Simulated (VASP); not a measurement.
# Tl (P6/mmm) in VASP: notebook

Runs on Tl. Level: revPBE. Tasks: single point.

Everything below comes from runs of VASP 6.6.1. Logs are shortened: lines on timing, memory, paths and dates and some standing lists are left out, and cuts for length are marked.

### Step 1. The cell of the first run

Symmetry: P6/mmm, No. 191, hexagonal system. Conventional cell: a = 5.729 Å, b = 5.729 Å, c = 3.523 Å, α = 90.00°, β = 90.00°, γ = 120.00°. Within 4.6 Å of Tl (site symmetry 6/mmm) lie 14 Tl at 3.52 to 3.75 Å. Tl (site symmetry -6m2) has 11 Tl at 3.31 to 3.75 Å within 4.3 Å.

This isn't the form of Tl at room conditions, which is hcp.

### Step 2. Single point, revPBE (33.38 Å³/atom)

Contents of INCAR:

```
SYSTEM = Tl
  PREC = Accurate
  ENCUT = 520
  EDIFF = 1E-6
  ISMEAR = -1
  SIGMA = 0.1
  LREAL = .False.
  LASPH = .True.
  NELM = 100
  ALGO = Normal
  ISIF = 2
  LWAVE = .False.
  LCHARG = .False.
  GGA = RE
  NBANDS = 26
```

Contents of KPOINTS:

```
regular mesh
0
Gamma
  7 7 10
  0 0 0
```

Contents of POSCAR:

```
Tl
1.0
    5.7289376042      0.0000000000      0.0000000000
   -2.8644688021      4.9614055020      0.0000000000
    0.0000000000      0.0000000000      3.5227807966
Tl
3
Direct
    1.0000000000      1.0000000000      1.0000000000
    0.3333333333      0.6666666667      0.5000000000
    0.6666666667      0.3333333333      0.5000000000
```

Potentials or basis: VASP PAW PBE potentials, release 64 (Tl_d).

Launch:

```console
$ cat potpaw_PBE.64/Tl_d/POTCAR > POTCAR
$ mpirun -np 1 vasp_std > vasp.out
```

OUTCAR:

```text
SYSTEM = Tl
   PREC = Accurate
   ENCUT = 520
   EDIFF = 1E-6
   ISMEAR = -1
   LREAL = .False.
   LASPH = .True.
   NELM = 100
   ISIF = 2
   GGA = RE

 ion  position               nearest neighbor table
   1  0.000  0.000  0.000-   2 3.75   3 3.75   2 3.75   3 3.75   3 3.75   3 3.75   2 3.75   2 3.75
                             3 3.75   3 3.75   2 3.75   2 3.75
   2  0.333  0.667  0.500-   3 3.31   3 3.31   3 3.31   1 3.75   1 3.75   1 3.75   1 3.75   1 3.75
                             1 3.75
   3  0.667  0.333  0.500-   2 3.31   2 3.31   2 3.31   1 3.75   1 3.75   1 3.75   1 3.75   1 3.75
                             1 3.75

  LATTYP: Found a hexagonal cell.
 ALAT       =     5.7289376042
 C/A-ratio  =     0.6149099606

  Lattice vectors:

 A1 = (   5.7289376042,   0.0000000000,   0.0000000000)
 A2 = (  -2.8644688021,   4.9614055020,   0.0000000000)
 A3 = (   0.0000000000,   0.0000000000,   3.5227807966)

Analysis of symmetry for initial positions (statically):
=====================================================================
 Subroutine PRICEL returns:
 Original cell was already a primitive cell.

 Routine SETGRP: Setting up the symmetry group for a
 hexagonal supercell.

 Subroutine GETGRP returns: Found 24 space group operations
 (whereof 24 operations were pure point group operations)
 out of a pool of 24 trial point group operations.

The static configuration has the point symmetry D_6h.

Analysis of symmetry for dynamics (positions and initial velocities):
=====================================================================
 Subroutine PRICEL returns:
 Original cell was already a primitive cell.

 Routine SETGRP: Setting up the symmetry group for a
 hexagonal supercell.

 Subroutine GETGRP returns: Found 24 space group operations
 (whereof 24 operations were pure point group operations)
 out of a pool of 24 trial point group operations.

The dynamic configuration has the point symmetry D_6h.

 Subroutine INISYM returns: Found 24 space group operations
 (whereof 24 operations are pure point group operations),
 and found     1 'primitive' translations

----------------------------------------------------------------------------------------

                                     Primitive cell

  volume of cell :     100.1301

  direct lattice vectors                    reciprocal lattice vectors
     5.728937604  0.000000000  0.000000000     0.174552433  0.100777894  0.000000000
    -2.864468802  4.961405502  0.000000000     0.000000000  0.201555789  0.000000000
     0.000000000  0.000000000  3.522780797     0.000000000  0.000000000  0.283866655

  length of vectors
     5.728937604  5.728937604  3.522780797     0.201555789  0.201555789  0.283866655

  position of ions in fractional coordinates (direct lattice)
     0.000000000  0.000000000  0.000000000
     0.333333333  0.666666667  0.500000000
     0.666666667  0.333333333  0.500000000

  ion indices of the primitive-cell ions
   primitive index   ion index
                 1           1
                 2           2
                 3           3

----------------------------------------------------------------------------------------

 KPOINTS: regular mesh

Automatic generation of k-mesh.
 Grid dimensions read from file:
 generate k-points for:    7    7   10

 Generating k-lattice:

  Cartesian coordinates                     Fractional coordinates (reciprocal lattice)
     0.024936062  0.014396842  0.000000000     0.142857143 -0.000000000  0.000000000
     0.000000000  0.028793684  0.000000000     0.000000000  0.142857143  0.000000000
     0.000000000  0.000000000  0.028386665     0.000000000  0.000000000  0.100000000

  Length of vectors
     0.028793684  0.028793684  0.028386665

  Shift w.r.t. Gamma in fractional coordinates (k-lattice)
     0.000000000  0.000000000  0.000000000

 Subroutine IBZKPT returns following result:
 ===========================================

 Found     48 irreducible k-points:

 Following reciprocal coordinates:
            Coordinates               Weight
  0.000000  0.000000  0.000000      1.000000
  0.142857  0.000000  0.000000      6.000000
  0.285714  0.000000  0.000000      6.000000
  0.428571 -0.000000  0.000000      6.000000
  0.142857  0.142857  0.000000      6.000000
  0.285714  0.142857  0.000000     12.000000
[... 16 lines left out ...]
  0.428571  0.142857  0.200000     12.000000
  0.285714  0.285714  0.200000     12.000000
 [... further k-points ...]
   k-points           NKPTS =     48   k-points in BZ     NKDIM =     48   number of bands    NBANDS=     26
   number of dos      NEDOS =    301   number of ions     NIONS =      3
   total plane-waves  NPLWV =  64512
   dimension x,y,z NGX =    48 NGY =   48 NGZ =   28
   dimension x,y,z NGXF=    96 NGYF=   96 NGZF=   56
   ions per type =               3
   NGX,Y,Z   is equivalent  to a cutoff of  13.93, 13.93, 13.21 a.u.
   NGXF,Y,Z  is equivalent  to a cutoff of  27.86, 27.86, 26.43 a.u.
 SYSTEM =  Tl
   PREC   = accura    normal or accurate (medium, high low for compatibility)
   ISTART =      0    job   : 0-new  1-cont  2-samecut
   ICHARG =      2    charge: 1-file 2-atom 10-const
   ISPIN  =      1    spin polarized calculation?
   LNONCOLLINEAR =      F non collinear calculations
   LSORBIT =      F    spin-orbit coupling
   LASPH  =      T    aspherical Exc in radial PAW
   ENCUT  =  520.0 eV  38.22 Ry    6.18 a.u.  10.65 10.65  6.55*2*pi/ulx,y,z
   NELM   =    100;   NELMIN=  2; NELMDL= -5     # of ELM steps
   EDIFF  = 0.1E-05   stopping-criterion for ELM
   LREAL  =      F    real-space projection
   EDIFFG = 0.1E-04   stopping-criterion for IOM
   NSW    =      0    number of steps for IOM
   IBRION =     -1    ionic relax: 0-MD 1-quasi-New 2-CG
   NFREE  =      0    steps in history (QN), initial steepest desc. (CG)
   ISIF   =      2    stress and relaxation
   ISYM   =      2    0-nonsym 1-usesym 2-fastsym
   POTIM  = 0.5000    time-step for ionic-motion
   TEBEG  =    0.0;   TEEND  =   0.0 temperature during run
   PSTRESS=    0.0 pullay stress
   NELECT =      39.0000    total number of electrons
   NUPDOWN=      -1.0000    fix difference up-down
   EMIN   =  10.00;   EMAX   =-10.00  energy-range for DOS
   EFERMI =   0.00;   METHOD = LEGACY
   ISMEAR =    -1;   SIGMA  =   0.10  broadening in eV -4-tet -1-fermi 0-gaus
   EFERMI_NEDOS =   21; number of points for ismear=-14 and -15
   IALGO  =     38    algorithm
   IMIX   =      4    mixing-type and parameters
     AMIX     =   0.40;   BMIX     =  1.00
     AMIX_MAG =   1.60;   BMIX_MAG =  1.00
  volume/ion in A,a.u.               =      33.38       225.24
  Fermi-wavevector in a.u.,A,eV,Ry     =   1.195570  2.259299 19.447988  1.429387
  Thomas-Fermi vector in A             =   2.331532
   LORBIT       =      0    0 simple, 1 ext, 2 COOP (PROOUT), +10 PAW based schemes
   GGA     = RE    functional components
   LHFCALC =     F    Hartree Fock is set to
   AEXX    =    0.0000 exact exchange contribution
   IVDW    =     0    specifies the selected vdW correction
   LEPSILON=     F    determine dielectric tensor
   LRPA    =     F    only Hartree local field effects (RPA)
 non-spin polarized calculation
  energy-cutoff  :      520.00
  volume of cell :      100.13
 maximum number of plane-waves:      2737
 NGX is ok and might be reduce to    48
   NGX = 21   NGY = 21   NGZ = 13

 number of electron      39.0000009 magnetization

 Free energy of the ion-electron system (eV)
  ---------------------------------------------------
  ext. energy  EPLUGINS =         0.00000000
  ---------------------------------------------------
  free energy    TOTEN  =        -5.68297680 eV

  energy without entropy =       -5.62787489  energy(sigma->0) =       -5.65542584

 E-fermi :   5.3319     XC(G=0):  -9.3352

 val. band max:        5.2948514646   @ k =   0.2857   0.2857   0.1000
 cond. band min:       5.3732168369   @ k =   0.2857   0.2857   0.2000
 fundamental gap:      0.0783653723
 Fermi energy:         5.3319216569

 k-point     1 :       0.0000    0.0000    0.0000
  band No.  band energies     occupation
      1      -6.5941      2.00000
      2      -6.3386      2.00000
      3      -6.3365      2.00000
      4      -6.3365      2.00000
      5      -6.3163      2.00000
      6      -6.2068      2.00000
[... 18 lines left out ...]
     25      14.4553      0.00000
     26      14.4756      0.00000

 k-point     2 :       0.1429    0.0000    0.0000
  band No.  band energies     occupation
      1      -6.5839      2.00000
      2      -6.3953      2.00000
      3      -6.3724      2.00000
      4      -6.3306      2.00000
      5      -6.3091      2.00000
      6      -6.2277      2.00000
[... 18 lines left out ...]
     25      13.4154      0.00000
     26      14.0568      0.00000

 k-point     3 :       0.2857    0.0000    0.0000
  band No.  band energies     occupation
      1      -6.5593      2.00000
      2      -6.4678      2.00000
      3      -6.4265      2.00000
      4      -6.3634      2.00000
      5      -6.3108      2.00000
      6      -6.2557      2.00000
[... 18 lines left out ...]
     25      12.6468      0.00000
     26      13.0777      0.00000

 k-point     4 :       0.4286   -0.0000    0.0000
  band No.  band energies     occupation
      1      -6.5438      2.00000
      2      -6.5106      2.00000
      3      -6.4578      2.00000
      4      -6.3892      2.00000
      5      -6.3155      2.00000
      6      -6.2718      2.00000
[... 18 lines left out ...]
     25      10.9888      0.00000
     26      11.9783      0.00000
[... 496 lines left out ...]
      1      -6.5069      2.00000
      2      -6.4433      2.00000
      3      -6.4226      2.00000
      4      -6.3307      2.00000
      5      -6.2891      2.00000
      6      -6.2323      2.00000
[... 18 lines left out ...]
     25      10.3747      0.00000
     26      10.6611      0.00000

 k-point    23 :       0.4286    0.1429    0.2000
  band No.  band energies     occupation
      1      -6.5184      2.00000
      2      -6.4538      2.00000
      3      -6.4228      2.00000
      4      -6.3280      2.00000
      5      -6.2813      2.00000
      6      -6.2372      2.00000
[... 18 lines left out ...]
     25      10.8056      0.00000
     26      11.3357      0.00000

 k-point    24 :       0.2857    0.2857    0.2000
  band No.  band energies     occupation
      1      -6.5270      2.00000
      2      -6.4365      2.00000
      3      -6.4299      2.00000
      4      -6.3333      2.00000
      5      -6.2669      2.00000
      6      -6.2400      2.00000
[... 18 lines left out ...]
     25      11.5334      0.00000
     26      11.5427      0.00000

 [... further k-points ...]
[... 5 lines left out ...]
  --------------------------------------------------------------------------------------
  -------------------------------------------------------------------------------------
  Total       -0.0284947     -0.0284947     -0.0484779      0.0000000     -0.0000000      0.0000000
  in kB       -0.4559431     -0.4559431     -0.7756933      0.0000000     -0.0000000      0.0000000
  external PRESSURE =      -0.5625265 kB  Pullay stress =       0.0000000 kB

 VOLUME and BASIS-vectors are now :
 -----------------------------------------------------------------------------
  energy-cutoff  :      520.00
  volume of cell :      100.13
      direct lattice vectors                 reciprocal lattice vectors
     5.728937604  0.000000000  0.000000000     0.174552433  0.100777894  0.000000000
    -2.864468802  4.961405502  0.000000000     0.000000000  0.201555789  0.000000000
     0.000000000  0.000000000  3.522780797     0.000000000  0.000000000  0.283866655

 POSITION                                       TOTAL-FORCE (eV/Angst)
 -----------------------------------------------------------------------------------
      0.00000      0.00000      0.00000         0.000000      0.000000     -0.000000
     -0.00000      3.30760      1.76139         0.000000      0.000000      0.000000
      2.86447      1.65380      1.76139        -0.000000      0.000000     -0.000000
 -----------------------------------------------------------------------------------
    total drift:                               -0.000000      0.000000     -0.000000

  FREE ENERGIE OF THE ION-ELECTRON SYSTEM (eV)
  ---------------------------------------------------
  free  energy   TOTEN  =        -5.6829768012 eV

  energy  without entropy=       -5.6278748853  energy(sigma->0) =       -5.65542584
```

Wall time 44 s (1 thread of Intel Xeon 6975P-C (Granite Rapids), shared host); peak memory 0.29 GiB.

Results:

```
Free energy            : -5.6830 eV
Pressure               : -0.1 GPa
Band gap on the k mesh : zero (an odd number of electrons rules out a gap without spin polarisation)
```

Caveat: the PAW data sets were made with another functional, which shifts forces and pressure a little; spin-orbit coupling is left out, which moves the levels of the heavy elements.

### Step 3. Single point, revPBE (34.71 Å³/atom)

This run uses another cell than the first one, of 34.71 Å³/atom.

Contents of INCAR:

```
SYSTEM = Tl
PREC = Accurate
ENCUT = 520
EDIFF = 1E-6
ISMEAR = -1
SIGMA = 0.1
LREAL = .False.
LASPH = .True.
NELM = 80
ALGO = Normal
ISIF = 2
LWAVE = .False.
LCHARG = .False.
GGA = RE
NBANDS = 26
```

KPOINTS is that of step 2.

Contents of POSCAR:

```
Tl
1.0
    5.8043270076      0.0000000000      0.0000000000
   -2.9021635038      5.0266946405      0.0000000000
    0.0000000000      0.0000000000      3.5691384917
Tl
3
Direct
    1.0000000000      1.0000000000      1.0000000000
    0.3333333333      0.6666666667      0.5000000000
    0.6666666667      0.3333333333      0.5000000000
```

Potentials or basis: VASP PAW PBE potentials, release 64 (Tl_d).

Launch:

```console
$ cat potpaw_PBE.64/Tl_d/POTCAR > POTCAR
$ mpirun -np 1 vasp_std > vasp.out
```

Run time: 44 s. Hardware: 1 thread of Intel Xeon 6975P-C (Granite Rapids), shared host; peak memory 0.29 GiB.

Results (log left out):

| Quantity | Value |
| --- | --- |
| Free energy | -5.6742 eV |
| Pressure | -0.8 GPa |
| Band gap on the k mesh | zero (an odd number of electrons rules out a gap without spin polarisation) |

Levels at points of the mesh, in eV from the Fermi level:
| k point | band 16 | band 17 | band 18 | band 19 | band 20 | band 21 | band 22 | band 23 |
| --- | --- | --- | --- | --- | --- | --- | --- | --- |
| (0.00, 0.00, 0.00) | -9.03 | -4.80 | -4.49 | -0.36 | -0.36 | -0.19 | -0.19 | 4.13 |
| (0.00, 0.00, 0.50) | -6.55 | -5.39 | -2.80 | -0.26 | 0.60 | 1.28 | 1.28 | 1.41 |

Caveat: the PAW data sets were made with another functional, which shifts forces and pressure a little; spin-orbit coupling is left out, which moves the levels of the heavy elements.

(Part 1 of 2 ends here.)

The gap in the log of VASP goes by the Fermi energy; the results here count the filled bands.